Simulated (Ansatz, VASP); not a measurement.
CaO: VASP beside Ansatz

File INCAR:

```
PREC = Accurate ; ENCUT = 520
EDIFF = 1E-6 ; ISMEAR = -1
SIGMA = 0.02 ; LREAL = F
LASPH = T ; NELM = 80
ALGO = Normal ; ISIF = 2
LWAVE = F ; LCHARG = T
GGA = PE ; LELF = T
LVHAR = T ; NBANDS = 24
```

File KPOINTS:

```
regular mesh
0
Gamma
  12 12 6
```

POSCAR

```
CaO
1.0
    3.9609338102      0.0000000000      0.0000000000
   -1.9804669051      3.4302693023      0.0000000000
    0.0000000000      0.0000000000      4.7823701792
Ca O
2 2
Direct
    0.3333333333      0.6666666667     -0.0625000000
    0.6666666667      0.3333333333      0.4375000000
    0.3333333333      0.6666666667      0.4375000000
    0.6666666667      0.3333333333      0.9375000000
```

Input for Ansatz:

```yaml
crystal:
  lattice:
    - [3.9609338102, 0.0, 0.0]
    - [-1.9804669051, 3.4302693023, 0.0]
    - [0.0, 0.0, 4.7823701792]
  atoms:
    - { symbol: Ca, position: [0.3333333333, 0.6666666667, -0.0625] }
    - { symbol: Ca, position: [0.6666666667, 0.3333333333, 0.4375] }
    - { symbol: O, position: [0.3333333333, 0.6666666667, 0.4375] }
    - { symbol: O, position: [0.6666666667, 0.3333333333, 0.9375] }
kpoints:
  mp_grid: { grid: [12, 12, 6] }
  band_path:
    path:
      - [0.0, 0.0, 0.0]
      - [0.5, 0.0, 0.0]
      - [0.3333333333, 0.3333333333, 0.0]
      - [0.0, 0.0, 0.5]
      - [0.5, 0.0, 0.5]
      - [0.3333333333, 0.3333333333, 0.5]
    npoints: 1
hamiltonian:
  xc: pbe
scf:
  occupations: { method: fermi_dirac, width: 0.02 }
  n_extra_bands: 5
output:
  forces: true
  stress: true
  eigenvalues: true
```

Change from the starting cell: epitaxial_xy strain -0.5%.

Alike in both runs: task single point; functional PBE; k mesh 12 × 12 × 6; occupations fermi-dirac, width 0.02 eV; no spin polarisation.

```csv
,VASP,Ansatz
version,VASP 6.6.1,Ansatz 0.2.0
potentials or method,"VASP PAW PBE potentials, release 64 (Ca_sv, O)","plane waves, PAW"
plane-wave cutoff (eV),520,420
valence electrons in the cell,32,32
```

|  | VASP | Ansatz | Ansatz less VASP |
| --- | --- | --- | --- |
| gap on the k mesh at the Fermi level (eV) | 3.24 | 3.25 | +0.015 |
| pressure (GPa) | 3.0 | 2.4 | -0.52 |
| traceless stress, the component that is largest in VASP (GPa) | -0.34 | -0.33 | +0.007 |
